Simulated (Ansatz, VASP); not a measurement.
Mg3TiN3 in VASP and in Ansatz

```
Mg Ti N
1.0
     3.05782    1.76543    2.50281
    -3.05782    1.76543    2.50281
     0.00000   -3.53086    2.50281
Mg Ti N
3 1 3
Direct
  0.50156 0.99672 0.50156
  0.99672 0.50156 0.50156
  0.50156 0.50156 0.99672
  0.02348 0.02348 0.02348
  0.99642 0.48391 0.99642
  0.48391 0.99642 0.99642
  0.99642 0.99642 0.48391
```

Change from the starting cell: the structure that the rattled cell fell into.

Alike in both runs: functional PBE; k mesh 6 × 6 × 6; occupations gaussian, width 0.1 eV; no spin polarisation.

Ansatz relaxed the structure, and its values are those at the end. VASP's run is a single point on that final structure, the one shown.

|  | VASP | Ansatz |
| --- | --- | --- |
| version | VASP 6.6.1 | Ansatz 0.2.0 |
| potentials or method | VASP PAW PBE potentials, release 64 (Mg, Ti_sv, N), cutoff 520 eV | scalar-relativistic, plane waves, PAW |
| valence electrons in the cell | 33 | 57 |

VASP gave:

| Item | Value |
| --- | --- |
| gap on the k mesh at the Fermi level (eV) | none |
| pressure (GPa) | -0.3 |
| rms of the force components (eV/Å) | 0.011 |

Task: Estimate Ansatz's values.

Result: gap on the k mesh at the Fermi level (eV): none; pressure (GPa): 0.0; rms of the force components (eV/Å): 0.000.

A gap of «none» marks a metal or a gap that the smearing closes. With one functional, cell and mesh, what is left measures potentials, basis and numerics. VASP's potentials hold 33 valence electrons a cell and Ansatz's 57, so a difference there can come from the potentials and not from the codes.
